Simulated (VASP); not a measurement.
# HfN (F-43m) in VASP: further runs, part 2 of 3

VASP 6.6.1.

## 4. Single point, r2SCAN

This run uses another cell than the first one, of 13.48 Å³/atom, 1.122 times its volume.

Input file POSCAR:

```
HfN
1.0
    3.3654058963      0.0000000000      0.0000000000
    1.6827029482      2.9145270003      0.0000000000
    1.6827029482      0.9715090001      2.7478424078
Hf N
1 1
Direct
    0.0000000000      0.0000000000      0.0000000000
    0.7500000000      0.7500000000      0.7500000000
```

Input file INCAR.step1:

```
SYSTEM = HfN
PREC = Accurate
ENCUT = 520
ISMEAR = 1
SIGMA = 0.05
LREAL = .False.
LASPH = .True.
NELM = 60
NBANDS = 14
GGA = PE
ALGO = Normal
EDIFF = 1E-4
LWAVE = .True.
LCHARG = .False.
```

Input file INCAR.step2:

```
SYSTEM = HfN
PREC = Accurate
ENCUT = 520
EDIFF = 1E-7
ISMEAR = 1
SIGMA = 0.05
LREAL = .False.
LASPH = .True.
NELM = 60
ALGO = Normal
ISIF = 2
LWAVE = .False.
LCHARG = .False.
METAGGA = R2SCAN
LMIXTAU = .True.
NBANDS = 14
ISTART = 1
```

Input file KPOINTS:

```
Automatic mesh
0
Gamma
  6 6 6
  0 0 0
```

Potentials or basis: VASP PAW PBE potentials, release 64 (Hf_pv, N).

Started as:

```sh
$ cat potpaw_PBE.64/Hf_pv/POTCAR potpaw_PBE.64/N/POTCAR > POTCAR
$ cp INCAR.step1 INCAR
$ mpirun -np 1 vasp_std > vasp.out
$ cp INCAR.step2 INCAR
$ mpirun -np 1 vasp_std > vasp.out
```

OUTCAR:

```text
SYSTEM = HfN
   PREC = Accurate
   ENCUT = 520
   EDIFF = 1E-7
   ISMEAR = 1
   LREAL = .False.
   LASPH = .True.
   NELM = 60
   ISIF = 2
   METAGGA = R2SCAN
   ISTART = 1

 ion  position               nearest neighbor table
   1  0.000  0.000  0.000-   2 2.06   2 2.06   2 2.06   2 2.06
   2  0.750  0.750  0.750-   1 2.06   1 2.06   1 2.06   1 2.06

  LATTYP: Found a face centered cubic cell.
 ALAT       =     4.7594026615

  Lattice vectors:

 A1 = (   3.3654058963,   0.0000000000,   0.0000000000)
 A2 = (   1.6827029482,   2.9145270003,   0.0000000000)
 A3 = (   1.6827029482,   0.9715090001,   2.7478424078)

Analysis of symmetry for initial positions (statically):
=====================================================================
 Subroutine PRICEL returns:
 Original cell was already a primitive cell.

 Routine SETGRP: Setting up the symmetry group for a
 face centered cubic supercell.

 Subroutine GETGRP returns: Found 24 space group operations
 (whereof 24 operations were pure point group operations)
 out of a pool of 48 trial point group operations.

The static configuration has the point symmetry T_d .

Analysis of symmetry for dynamics (positions and initial velocities):
=====================================================================
 Subroutine PRICEL returns:
 Original cell was already a primitive cell.

 Routine SETGRP: Setting up the symmetry group for a
 face centered cubic supercell.

 Subroutine GETGRP returns: Found 24 space group operations
 (whereof 24 operations were pure point group operations)
 out of a pool of 48 trial point group operations.

The dynamic configuration has the point symmetry T_d .

 Subroutine INISYM returns: Found 24 space group operations
 (whereof 24 operations are pure point group operations),
 and found     1 'primitive' translations

----------------------------------------------------------------------------------------

                                     Primitive cell

  volume of cell :      26.9524

  direct lattice vectors                    reciprocal lattice vectors
     3.365405896  0.000000000  0.000000000     0.297140978 -0.171554424 -0.121307296
     1.682702948  2.914527000  0.000000000     0.000000000  0.343108847 -0.121307296
     1.682702948  0.971509000  2.747842408     0.000000000  0.000000000  0.363921889

  length of vectors
     3.365405896  3.365405896  3.365405896     0.363921889  0.363921889  0.363921889

  position of ions in fractional coordinates (direct lattice)
     0.000000000  0.000000000  0.000000000
     0.750000000  0.750000000  0.750000000

  ion indices of the primitive-cell ions
   primitive index   ion index
                 1           1
                 2           2

----------------------------------------------------------------------------------------

 KPOINTS: Automatic mesh

Automatic generation of k-mesh.
 Grid dimensions read from file:
 generate k-points for:    6    6    6

 Generating k-lattice:

  Cartesian coordinates                     Fractional coordinates (reciprocal lattice)
     0.049523496 -0.028592404 -0.020217883     0.166666667  0.000000000  0.000000000
     0.000000000  0.057184808 -0.020217883     0.000000000  0.166666667  0.000000000
     0.000000000  0.000000000  0.060653648     0.000000000  0.000000000  0.166666667

  Length of vectors
     0.060653648  0.060653648  0.060653648

[... 28 lines left out ...]
   total plane-waves  NPLWV =  21952
   dimension x,y,z NGX =    28 NGY =   28 NGZ =   28
   dimension x,y,z NGXF=    56 NGYF=   56 NGZF=   56
   ions per type =               1   1
   NGX,Y,Z   is equivalent  to a cutoff of  13.83, 13.83, 13.83 a.u.
   NGXF,Y,Z  is equivalent  to a cutoff of  27.66, 27.66, 27.66 a.u.
 SYSTEM =  HfN
   PREC   = accura    normal or accurate (medium, high low for compatibility)
   ISTART =      1    job   : 0-new  1-cont  2-samecut
   ICHARG =      0    charge: 1-file 2-atom 10-const
   ISPIN  =      1    spin polarized calculation?
   LNONCOLLINEAR =      F non collinear calculations
   LSORBIT =      F    spin-orbit coupling
   LASPH  =      T    aspherical Exc in radial PAW
   ENCUT  =  520.0 eV  38.22 Ry    6.18 a.u.   6.26  6.26  6.26*2*pi/ulx,y,z
   NELM   =     60;   NELMIN=  2; NELMDL=  0     # of ELM steps
   EDIFF  = 0.1E-06   stopping-criterion for ELM
   LREAL  =      F    real-space projection
   EDIFFG = 0.1E-05   stopping-criterion for IOM
   NSW    =      0    number of steps for IOM
   IBRION =     -1    ionic relax: 0-MD 1-quasi-New 2-CG
   NFREE  =      0    steps in history (QN), initial steepest desc. (CG)
   ISIF   =      2    stress and relaxation
   ISYM   =      2    0-nonsym 1-usesym 2-fastsym
   POTIM  = 0.5000    time-step for ionic-motion
   TEBEG  =    0.0;   TEEND  =   0.0 temperature during run
   PSTRESS=    0.0 pullay stress
   NELECT =      15.0000    total number of electrons
   NUPDOWN=      -1.0000    fix difference up-down
   EMIN   =  10.00;   EMAX   =-10.00  energy-range for DOS
   EFERMI =   0.00;   METHOD = LEGACY
   ISMEAR =     1;   SIGMA  =   0.05  broadening in eV -4-tet -1-fermi 0-gaus
   EFERMI_NEDOS =   21; number of points for ismear=-14 and -15
   IALGO  =     38    algorithm
   IMIX   =      4    mixing-type and parameters
     AMIX     =   0.40;   BMIX     =  1.00
     AMIX_MAG =   1.60;   BMIX_MAG =  1.00
  volume/ion in A,a.u.               =      13.48        90.94
  Fermi-wavevector in a.u.,A,eV,Ry     =   1.346603  2.544710 24.671971  1.813339
  Thomas-Fermi vector in A             =   2.474421
   LORBIT       =      0    0 simple, 1 ext, 2 COOP (PROOUT), +10 PAW based schemes
   METAGGA = R2SCAN    functional components
   LHFCALC =     F    Hartree Fock is set to
   AEXX    =    0.0000 exact exchange contribution
   IVDW    =     0    specifies the selected vdW correction
   LEPSILON=     F    determine dielectric tensor
   LRPA    =     F    only Hartree local field effects (RPA)
 non-spin polarized calculation
 Methfessel and Paxton  Order N= 1 SIGMA  =   0.05
  energy-cutoff  :      520.00
  volume of cell :       26.95
 maximum number of plane-waves:       745
 NGX is ok and might be reduce to    28
   NGX = 13   NGY = 13   NGZ = 13

 number of electron      14.9999999 magnetization

 Free energy of the ion-electron system (eV)
  ---------------------------------------------------
  ext. energy  EPLUGINS =         0.00000000
  ---------------------------------------------------
  free energy    TOTEN  =       -57.60544425 eV

  energy without entropy =      -57.60511681  energy(sigma->0) =      -57.60533510

 E-fermi :   6.8680     XC(G=0): -12.4442

 val. band max:        6.3831630284   @ k =   0.5000   0.3333   0.1667
 cond. band min:       6.8976552514   @ k =   0.3333   0.1667  -0.0000
 fundamental gap:      0.5144922230
 Fermi energy:         6.8680283917

 k-point     1 :       0.0000    0.0000    0.0000
  band No.  band energies     occupation
      1     -25.4890      2.00000
      2     -25.4890      2.00000
      3     -25.4890      2.00000
      4     -11.2109      2.00000
      5       0.2375      2.00000
      6       0.2375      2.00000
      7       0.2375      2.00000
      8       6.0716      2.00000
      9       9.2072      0.00000
     10       9.2072      0.00000
     11      14.0674      0.00000
     12      14.0674      0.00000
     13      14.0674      0.00000
     14      18.1865      0.00000
[... 241 lines left out ...]
      1     -26.1164      2.00000
      2     -25.8150      2.00000
      3     -25.7280      2.00000
      4      -9.4625      2.00000
      5      -0.4122      2.00000
      6       1.5160      2.00000
      7       2.5027      2.00000
      8       5.0566      2.00000
      9       8.4463      0.00000
     10      10.8887      0.00000
     11      12.2985      0.00000
     12      13.8387      0.00000
     13      18.1852      0.00000
     14      18.5569      0.00000

------------------------ aborting loop because EDIFF is reached ----------------------------------------

  FORCE on cell =-STRESS in cart. coord.  units (eV):
  Direction    XX          YY          ZZ          XY          YZ          ZX
  --------------------------------------------------------------------------------------
  -------------------------------------------------------------------------------------
  Total        3.1359841      3.1359841      3.1359841      0.0000000     -0.0000000      0.0000000
  in kB      186.4176728    186.4176728    186.4176728      0.0000000     -0.0000000      0.0000000
  external PRESSURE =     186.4176728 kB  Pullay stress =       0.0000000 kB

 VOLUME and BASIS-vectors are now :
 -----------------------------------------------------------------------------
  energy-cutoff  :      520.00
  volume of cell :       26.95
      direct lattice vectors                 reciprocal lattice vectors
     3.365405896  0.000000000  0.000000000     0.297140978 -0.171554424 -0.121307296
     1.682702948  2.914527000  0.000000000     0.000000000  0.343108847 -0.121307296
     1.682702948  0.971509000  2.747842408     0.000000000  0.000000000  0.363921889

 POSITION                                       TOTAL-FORCE (eV/Angst)
 -----------------------------------------------------------------------------------
      0.00000      0.00000      0.00000        -0.000000      0.000000      0.000000
      5.04811      2.91453      2.06088         0.000000     -0.000000     -0.000000
 -----------------------------------------------------------------------------------
    total drift:                                0.000000      0.000000      0.000000

  FREE ENERGIE OF THE ION-ELECTRON SYSTEM (eV)
  ---------------------------------------------------
  free  energy   TOTEN  =       -57.6054442494 eV

  energy  without entropy=      -57.6051168103  energy(sigma->0) =      -57.60533510
```

Wall time 33 s (1 thread of AMD EPYC 7R13, shared host); peak memory 0.17 GiB.

What came out:

```
Free energy : -57.6054 eV
Pressure    : 18.6 GPa
```

Caveat: the k points lie up to 0.38 Å⁻¹ apart; the PAW data sets were made with another functional, which shifts forces and pressure a little; spin-orbit coupling is left out, which moves the levels of the heavy elements.

## 5. Single point, r2SCAN

This run uses another cell than the first one, of 14.63 Å³/atom, 1.218 times its volume.

Input file POSCAR:

```
HfN
1.0
    3.4590930500      0.0000000000      0.0000000000
    1.7295465250      2.9956624553      0.0000000000
    1.7295465250      0.9985541518      2.8243376484
Hf N
1 1
Direct
    0.0000000000      0.0000000000      0.0000000000
    0.7500000000      0.7500000000      0.7500000000
```

Input file INCAR.step1:

```
SYSTEM = HfN
ALGO = Normal ; EDIFF = 1E-4
ENCUT = 520 ; GGA = PE
ISMEAR = 1 ; LASPH = .TRUE.
LCHARG = .FALSE. ; LREAL = .FALSE.
LWAVE = .TRUE. ; NBANDS = 14
NELM = 60 ; PREC = Accurate
SIGMA = 0.05
```

Input file INCAR.step2:

```
SYSTEM = HfN
ALGO = Normal ; EDIFF = 1E-6
ENCUT = 520 ; ISIF = 2
ISMEAR = 1 ; ISTART = 1
LASPH = .TRUE. ; LCHARG = .TRUE.
LELF = .TRUE. ; LMIXTAU = .TRUE.
LREAL = .FALSE. ; LVHAR = .TRUE.
LWAVE = .FALSE. ; METAGGA = R2SCAN
NBANDS = 14 ; NELM = 60
PREC = Accurate ; SIGMA = 0.05
```

Input file KPOINTS:

```
k-points
0
G
  6 6 6
  0 0 0
```

Started as:

```sh
$ cat potpaw_PBE.64/Hf_pv/POTCAR potpaw_PBE.64/N/POTCAR > POTCAR
$ cp INCAR.step1 INCAR
$ mpirun -np 1 vasp_std > vasp.out
$ cp INCAR.step2 INCAR
$ mpirun -np 1 vasp_std > vasp.out
```

It took 29 s on 1 thread of AMD EPYC 7R13, shared host; peak memory 0.17 GiB.

It converged, with:

```
Free energy : -57.7219 eV
Pressure    : -1.5 GPa
```

Levels at points of the mesh, in eV from the Fermi level:
| k point | band 3 | band 4 | band 5 | band 6 | band 7 | band 8 | band 9 | band 10 | band 11 | band 12 |
| --- | --- | --- | --- | --- | --- | --- | --- | --- | --- | --- |
| (0.00, 0.00, 0.00) | -32.68 | -17.67 | -6.24 | -6.24 | -6.24 | -1.03 | 2.12 | 2.12 | 6.61 | 6.61 |
| (0.50, 0.00, 0.00) | -32.75 | -16.58 | -6.48 | -5.61 | -5.61 | 1.22 | 2.65 | 2.65 | 4.36 | 5.17 |
| (0.50, 0.50, 0.00) | -32.85 | -16.22 | -7.61 | -4.33 | -4.33 | -1.65 | 2.14 | 4.01 | 4.54 | 4.54 |

Caveat: the k points lie up to 0.37 Å⁻¹ apart; the PAW data sets were made with another functional, which shifts forces and pressure a little; spin-orbit coupling is left out, which moves the levels of the heavy elements.

(Continued in part 3 of 3.)
